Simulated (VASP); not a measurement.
Input of a VASP 6.6.1 run:

File INCAR:

```
SYSTEM = SiNi3
ALGO     = Normal         ! electronic algorithm
EDIFF    = 1E-7           ! SCF threshold, eV
ENCUT    = 520            ! plane-wave cutoff, eV
ISIF     = 2              ! what is computed and relaxed
ISMEAR   = -1             ! smearing method
ISPIN    = 2              ! spin polarisation
LASPH    = .True.         ! aspherical terms in the spheres
LCHARG   = .False.        ! write CHGCAR
LMAXMIX  = 4              ! l up to which the mixer works
LORBIT   = 11             ! projections on sites
LREAL    = .False.        ! projectors in reciprocal space
LWAVE    = .False.        ! write WAVECAR
MAGMOM   = 1 1 1 0        ! initial moments
NBANDS   = 29             ! bands
NELM     = 150            ! most SCF steps
PREC     = Accurate       ! precision mode
SIGMA    = 0.05           ! smearing width, eV
```

Contents of KPOINTS:

```
k-points
0
Gamma
  8 8 8
  0 0 0
```

The input POSCAR:

```
SiNi3
1.0
    3.5182274716      0.0000000000      0.0000000000
    0.0000000000      3.5182274716      0.0000000000
    0.0000000000      0.0000000000      3.5182274716
Ni Si
3 1
Direct
    0.5000000000      0.5000000000      0.0000000000
    0.5000000000      0.0000000000      0.5000000000
    0.0000000000      0.5000000000      0.5000000000
    0.0000000000      0.0000000000      0.0000000000
```

Potentials or basis: VASP PAW LDA potentials, release 64 (Ni, Si).

Run with:

```sh
$ cat potpaw_LDA.64/Ni/POTCAR potpaw_LDA.64/Si/POTCAR > POTCAR
$ mpirun -np 1 vasp_std > vasp.out
```

Problem. What does it give for the band gap on the k mesh?

Solution. Zero (filled and empty bands overlap).

Problem. What does it give for the pressure?

Solution. -16.5 GPa.

Problem. What does it give for the net moment?

Solution. 0.00 μB per cell.

Caveat: the cell stands under tension; the moments typed at the start vanished in this run.
